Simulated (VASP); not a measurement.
# SiO2 (I-42d) in VASP: further runs, part 2 of 3

VASP 6.6.1. The steps go on from the part before.

### 3 Single point, PBEsol+D3(BJ)

This run uses another cell than the first one, of 14.07 Å³/atom.

File INCAR:

```
SYSTEM = SiO2
PREC = Accurate
ENCUT = 520
EDIFF = 1E-7
ISMEAR = 0
SIGMA = 0.01
LREAL = .False.
LASPH = .True.
NELM = 60
ALGO = Normal
ISIF = 2
LWAVE = .False.
LCHARG = .False.
GGA = PS
IVDW = 12
NBANDS = 25
```

File KPOINTS:

```
Automatic mesh
0
Gamma
  6 6 6
  0 0 0
```

File POSCAR:

```
SiO2
1.0
   -2.3740500000      2.3740500000      3.7440000000
    2.3740500000     -2.3740500000      3.7440000000
    2.3740500000      2.3740500000     -3.7440000000
Si O
2 4
Direct
    0.0000000000      0.0000000000      0.0000000000
    0.7500000000      0.2500000000      0.5000000000
    0.9983800000      0.6250000000      0.8733800000
    0.3750000000      0.2483800000      0.3733800000
    0.7516200000      0.1250000000      0.1266200000
    0.8750000000      0.0016200000      0.6266200000
```

Potentials or basis: VASP PAW PBE potentials, release 64 (Si, O).

Run with:

```bash
cat potpaw_PBE.64/Si/POTCAR potpaw_PBE.64/O/POTCAR > POTCAR
mpirun -np 1 vasp_std > vasp.out
```

OUTCAR:

```text
SYSTEM = SiO2
   PREC = Accurate
   ENCUT = 520
   EDIFF = 1E-7
   ISMEAR = 0
   LREAL = .False.
   LASPH = .True.
   NELM = 60
   ISIF = 2
   GGA = PS
   IVDW = 12
 IVDW          = 12

 ion  position               nearest neighbor table
   1  0.000  0.000  0.000-   3 1.62   4 1.62   5 1.62   6 1.62   2 3.02   2 3.02   2 3.02   2 3.02

   2  0.750  0.250  0.500-   3 1.62   4 1.62   5 1.62   6 1.62   1 3.02   1 3.02   1 3.02   1 3.02

   3  0.998  0.625  0.873-   1 1.62   2 1.62
   4  0.375  0.248  0.373-   1 1.62   2 1.62
   5  0.752  0.125  0.127-   1 1.62   2 1.62
   6  0.875  0.002  0.627-   1 1.62   2 1.62

  LATTYP: Found a body centered tetragonal cell.
 ALAT       =     4.7481000000
 C/A-ratio  =     1.5770518734

  Lattice vectors:

 A1 = (  -2.3740500000,   2.3740500000,   3.7440000000)
 A2 = (   2.3740500000,  -2.3740500000,   3.7440000000)
 A3 = (   2.3740500000,   2.3740500000,  -3.7440000000)

Analysis of symmetry for initial positions (statically):
=====================================================================
 Subroutine PRICEL returns:
 Original cell was already a primitive cell.

 Routine SETGRP: Setting up the symmetry group for a
 body centered tetragonal supercell.

 Subroutine GETGRP returns: Found  8 space group operations
 (whereof  4 operations were pure point group operations)
 out of a pool of 16 trial point group operations.

The static configuration has the point symmetry S_4 .
 The point group associated with its full space group is D_2d.

Analysis of symmetry for dynamics (positions and initial velocities):
=====================================================================
 Subroutine PRICEL returns:
 Original cell was already a primitive cell.

 Routine SETGRP: Setting up the symmetry group for a
 body centered tetragonal supercell.

 Subroutine GETGRP returns: Found  8 space group operations
 (whereof  4 operations were pure point group operations)
 out of a pool of 16 trial point group operations.
[... 133 lines left out ...]
  Thomas-Fermi vector in A             =   2.321064
   LORBIT       =      0    0 simple, 1 ext, 2 COOP (PROOUT), +10 PAW based schemes
   GGA     = PS    functional components
   LHFCALC =     F    Hartree Fock is set to
   AEXX    =    0.0000 exact exchange contribution
   IVDW    =    12    specifies the selected vdW correction
   LEPSILON=     F    determine dielectric tensor
   LRPA    =     F    only Hartree local field effects (RPA)
 non-spin polarized calculation
 Gauss-broadening in eV      SIGMA  =   0.01
  energy-cutoff  :      520.00
  volume of cell :       84.41
 maximum number of plane-waves:      2317
 NGX is ok and might be reduce to    40
   NGX = 19   NGY = 19   NGZ = 19

 number of electron      32.0000012 magnetization

 Free energy of the ion-electron system (eV)
  ---------------------------------------------------
  ext. energy  EPLUGINS =         0.00000000
  ---------------------------------------------------
  free energy    TOTEN  =       -49.29778480 eV

  energy without entropy =      -49.29778480  energy(sigma->0) =      -49.29778480

 E-fermi :  -0.1467     XC(G=0):  -8.7112

 val. band max:       -0.1982990852   @ k =   0.0000   0.0000   0.0000
 cond. band min:       5.7745434883   @ k =   0.0000   0.0000   0.0000
 fundamental gap:      5.9728425735
 Fermi energy:        -0.1467430950

 k-point     1 :       0.0000    0.0000    0.0000
  band No.  band energies     occupation
      1     -19.2425      2.00000
      2     -17.0966      2.00000
      3     -17.0760      2.00000
      4     -17.0760      2.00000
      5      -9.0178      2.00000
      6      -5.4897      2.00000
[... 661 lines left out ...]
     24      13.2580      0.00000
     25      13.8574      0.00000

 [... further k-points ...]

------------------------ aborting loop because EDIFF is reached ----------------------------------------

 Edisp (eV)   -0.59843

 E8    (eV) :    -0.3350

  FORCE on cell =-STRESS in cart. coord.  units (eV):
  Direction    XX          YY          ZZ          XY          YZ          ZX
  --------------------------------------------------------------------------------------
  -------------------------------------------------------------------------------------
  Total       0.55986     0.55986    -0.45299     0.00000     0.00000     0.00000
  in kB      10.62715    10.62715    -8.59852     0.00000     0.00000     0.00000
  external pressure =        4.22 kB  Pullay stress =        0.00 kB

 VOLUME and BASIS-vectors are now :
 -----------------------------------------------------------------------------
  energy-cutoff  :      520.00
  volume of cell :       84.41
      direct lattice vectors                 reciprocal lattice vectors
    -2.374050000  2.374050000  3.744000000     0.000000000  0.210610560  0.133547009
     2.374050000 -2.374050000  3.744000000     0.210610560  0.000000000  0.133547009
     2.374050000  2.374050000 -3.744000000     0.210610560  0.210610560  0.000000000

 POSITION                                       TOTAL-FORCE (eV/Angst)
 -----------------------------------------------------------------------------------
      0.00000      0.00000      0.00000         0.000000     -0.000000     -0.000000
      0.00000      2.37405      1.87200         0.000000     -0.000000      0.000000
      1.18702      2.95987      2.80800         0.000000      0.027977     -0.000000
      0.58582      1.18702      0.93600         0.027977     -0.000000     -0.000000
     -1.18702      1.78823      2.80800         0.000000     -0.027977      0.000000
     -0.58582      3.56107      0.93600        -0.027977     -0.000000      0.000000
 -----------------------------------------------------------------------------------
    total drift:                                0.000002      0.000002      0.000002

  FREE ENERGIE OF THE ION-ELECTRON SYSTEM (eV)
  ---------------------------------------------------
  free  energy   TOTEN  =       -49.8962136321 eV

  energy  without entropy=      -49.8962136321  energy(sigma->0) =      -49.89621363
```

OSZICAR:

```text
N       E                     dE             d eps       ncg     rms          rms(c)
DAV:   1     0.167015555439E+03    0.16702E+03   -0.16118E+04  1500   0.114E+03
DAV:   2    -0.438714466937E+02   -0.21089E+03   -0.20220E+03  2037   0.271E+02
DAV:   3    -0.549682843451E+02   -0.11097E+02   -0.11052E+02  2013   0.635E+01
DAV:   4    -0.550744770643E+02   -0.10619E+00   -0.10616E+00  1808   0.708E+00
DAV:   5    -0.550757591210E+02   -0.12821E-02   -0.12818E-02  2013   0.767E-01    0.200E+01
DAV:   6    -0.493545386880E+02    0.57212E+01   -0.17676E+01  1824   0.266E+01    0.102E+01
DAV:   7    -0.493158999742E+02    0.38639E-01   -0.59882E-01  1896   0.427E+00    0.361E+00
DAV:   8    -0.492926498743E+02    0.23250E-01   -0.33952E-02  1916   0.156E+00    0.129E+00
DAV:   9    -0.492960156522E+02   -0.33658E-02   -0.14979E-02  1719   0.926E-01    0.271E-01
DAV:  10    -0.492977253704E+02   -0.17097E-02   -0.22266E-03  1824   0.271E-01    0.780E-02
DAV:  11    -0.492977795010E+02   -0.54131E-04   -0.54589E-04  1869   0.161E-01    0.243E-02
DAV:  12    -0.492977814842E+02   -0.19833E-05   -0.34613E-05  1838   0.385E-02    0.135E-02
DAV:  13    -0.492977845137E+02   -0.30294E-05   -0.59891E-06  1756   0.152E-02    0.389E-03
DAV:  14    -0.492977847805E+02   -0.26680E-06   -0.36032E-07  1751   0.403E-03    0.130E-03
DAV:  15    -0.492977847996E+02   -0.19103E-07   -0.38679E-08  1310   0.131E-03
   1 F= -.49896214E+02 E0= -.49896214E+02  d E =-.149378E-15
```

Run time: 39 s. Hardware: 1 thread of Intel Xeon 6975P-C (Granite Rapids), shared host; peak memory 0.25 GiB.

Results:

```
Free energy                : -49.8962 eV
Pressure                   : 0.4 GPa
Largest force              : 0.028 eV/Å
Band gap on the k mesh     : 5.97 eV
Dispersion energy per atom : -0.100 eV
```

Forces in eV/Å, atoms in the order of the input:
```
Si   0.000  0.000  0.000
Si   0.000  0.000  0.000
O    0.000  0.028  0.000
O    0.028  0.000  0.000
O    0.000 -0.028  0.000
O   -0.028  0.000  0.000
```

Stress tensor (GPa, compression positive):
```
 1.06  0.00  0.00
 0.00  1.06  0.00
 0.00  0.00 -0.86
```

Caveat: the PAW data sets were made with another functional, which shifts forces and pressure a little. A k mesh can miss the band edges.

### 4 Single point, PBEsol+D3(BJ)

This run uses another cell than the first one, of 14.35 Å³/atom.

File INCAR:

```
SYSTEM = SiO2
PREC = Accurate ; ENCUT = 520
EDIFF = 1E-7 ; ISMEAR = 0
SIGMA = 0.01 ; LREAL = .FALSE.
LASPH = .TRUE. ; NELM = 80
ALGO = Normal ; ISIF = 2
LWAVE = .FALSE. ; LCHARG = .TRUE.
GGA = PS ; IVDW = 12
LELF = .TRUE. ; LVHAR = .TRUE.
NBANDS = 25
```

File KPOINTS:

```
Automatic mesh
0
G
  6 6 6
  0 0 0
```

Changes to POSCAR since step 3:

```diff
@@ -2,5 +2,5 @@
 1.0
-   -2.3740500000      2.3740500000      3.7440000000
-    2.3740500000     -2.3740500000      3.7440000000
-    2.3740500000      2.3740500000     -3.7440000000
+   -2.3897726436      2.3897726436      3.7687954246
+    2.3897726436     -2.3897726436      3.7687954246
+    2.3897726436      2.3897726436     -3.7687954246
 Si O
```

Run with:

```bash
cat potpaw_PBE.64/Si/POTCAR potpaw_PBE.64/O/POTCAR > POTCAR
mpirun -np 1 vasp_std > vasp.out
```

It took 42 s on 1 thread of Intel Xeon 6975P-C (Granite Rapids), shared host; peak memory 0.25 GiB.

Results (log left out):

```yaml
Free_energy: -49.8854 eV
Pressure: -2.8 GPa
Largest_force: 0.221 eV/Å
Band_gap_on_the_k_mesh: 5.84 eV
Dispersion_energy_per_atom: -0.098 eV
```

Forces in eV/Å, atoms in the order of the input:
```
Si   0.000  0.000  0.000
Si   0.000  0.000  0.000
O    0.000 -0.221  0.000
O   -0.221  0.000  0.000
O    0.000  0.221  0.000
O    0.221  0.000  0.000
```

Stress tensor (GPa, compression positive):
```
-2.15  0.00  0.00
 0.00 -2.15  0.00
 0.00  0.00 -4.18
```

Levels at points of the mesh, in eV from the valence-band top:
```
           k point  band 14  band 15  band 16  band 17  band 18  band 19
(0.00, 0.00, 0.00)    -1.04     0.00     0.00     5.84     8.49    11.03
(0.50, 0.00, 0.00)    -0.68    -0.28    -0.18     8.11     9.08     9.88
(0.50, 0.50, 0.00)    -0.73    -0.23    -0.23     9.24     9.24     9.88
(0.50, 0.50, 0.50)    -1.48    -0.11    -0.11     8.85     8.85     9.47
```

Caveat: the PAW data sets were made with another functional, which shifts forces and pressure a little. A k mesh can miss the band edges.

### 5 Single point, PBEsol+D3(BJ)

This run uses another cell than the first one, of 14.63 Å³/atom.

File INCAR:

```
SYSTEM = SiO2
ALGO = Normal ; EDIFF = 1E-6
ENCUT = 520 ; GGA = PS
ISIF = 2 ; ISMEAR = 0
IVDW = 12 ; LASPH = .True.
LCHARG = .False. ; LREAL = .False.
LWAVE = .False. ; NBANDS = 25
NELM = 80 ; PREC = Accurate
SIGMA = 0.01
```

File KPOINTS:

```
k-points
0
Gamma
  6 6 6
  0 0 0
```

Changes to POSCAR since step 4:

```diff
@@ -2,5 +2,5 @@
 1.0
-   -2.3897726436      2.3897726436      3.7687954246
-    2.3897726436     -2.3897726436      3.7687954246
-    2.3897726436      2.3897726436     -3.7687954246
+   -2.4052910826      2.4052910826      3.7932688079
+    2.4052910826     -2.4052910826      3.7932688079
+    2.4052910826      2.4052910826     -3.7932688079
 Si O
```

Run with:

```bash
cat potpaw_PBE.64/Si/POTCAR potpaw_PBE.64/O/POTCAR > POTCAR
mpirun -np 1 vasp_std > vasp.out
```

It took 35 s on 1 thread of Intel Xeon 6975P-C (Granite Rapids), shared host; peak memory 0.25 GiB.

It converged, with:

```
Free energy                : -49.8419 eV
Pressure                   : -5.8 GPa
Largest force              : 0.451 eV/Å
Band gap on the k mesh     : 5.70 eV
Dispersion energy per atom : -0.096 eV
```

Forces on the atoms (eV/Å):
```
Si   0.000  0.000  0.000
Si   0.000  0.000  0.000
O    0.000 -0.451  0.000
O   -0.451  0.000  0.000
O    0.000  0.451  0.000
O    0.451  0.000  0.000
```

Stress tensor (GPa, compression positive):
```
-5.05  0.00  0.00
 0.00 -5.05  0.00
 0.00  0.00 -7.17
```

Levels at points of the mesh, in eV from the valence-band top:
```
           k point  band 12  band 13  band 14  band 15  band 16  band 17  band 18  band 19  band 20  band 21
(0.00, 0.00, 0.00)    -1.31    -1.28    -1.05     0.00     0.00     5.70     8.42    10.86    10.86    10.92
(0.50, 0.00, 0.00)    -1.41    -1.22    -0.67    -0.28    -0.17     7.90     8.99     9.80     9.80    10.74
(0.50, 0.50, 0.00)    -1.83    -0.71    -0.71    -0.23    -0.23     9.06     9.06     9.73     9.73    10.96
(0.50, 0.50, 0.50)    -1.87    -1.46    -1.46    -0.10    -0.10     8.72     8.72     9.35     9.35    11.65
```

Caveat: the cell stands under tension; the PAW data sets were made with another functional, which shifts forces and pressure a little. A k mesh can miss the band edges.

[end of part 2 of 3]
